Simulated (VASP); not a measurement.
Here is a VASP 6.6.1 calculation.

The input INCAR:

```
  ALGO = Normal
  EDIFF = 1E-8
  ENCUT = 520
  GGA = PE
  ISIF = 2
  ISMEAR = -1
  LASPH = True
  LCHARG = False
  LEFG = True
  LREAL = False
  LWAVE = False
  NBANDS = 16
  NELM = 100
  PREC = Accurate
  SIGMA = 0.02
```

The input KPOINTS:

```
k-points
0
Gamma
  13 13 13
```

The input POSCAR:

```
GaN
1.0
    0.0000000000      1.9925000000      1.9925000000
    1.9925000000      0.0000000000      1.9925000000
    1.9925000000      1.9925000000      0.0000000000
Ga N
1 1
Direct
    0.5075282309      0.5075282309      0.4924717691
    0.0000000000      0.0000000000      0.0000000000
```

Potentials or basis: VASP PAW PBE potentials, release 64 (Ga_d, N).

Run with:

```bash
$ cat potpaw_PBE.64/Ga_d/POTCAR potpaw_PBE.64/N/POTCAR > POTCAR
$ mpirun -np 1 vasp_std > vasp.out
```

(1) Predict the largest force.

(2) Predict the pressure.

(3) What does it give for the band gap on the k mesh?

Results:

(1) 0.280 eV/Å.

(2) 70.5 GPa.

(3) 1.91 eV, indirect (least direct gap 5.20 eV).

Caveat: the cell differs from its parent crystal (atom 1 (Ga) moved by [0.0, 0.0, 0.03] A); without QUAD_EFG the Cq values of the log hold for a quadrupole moment of 1 mb, not for the nuclei.
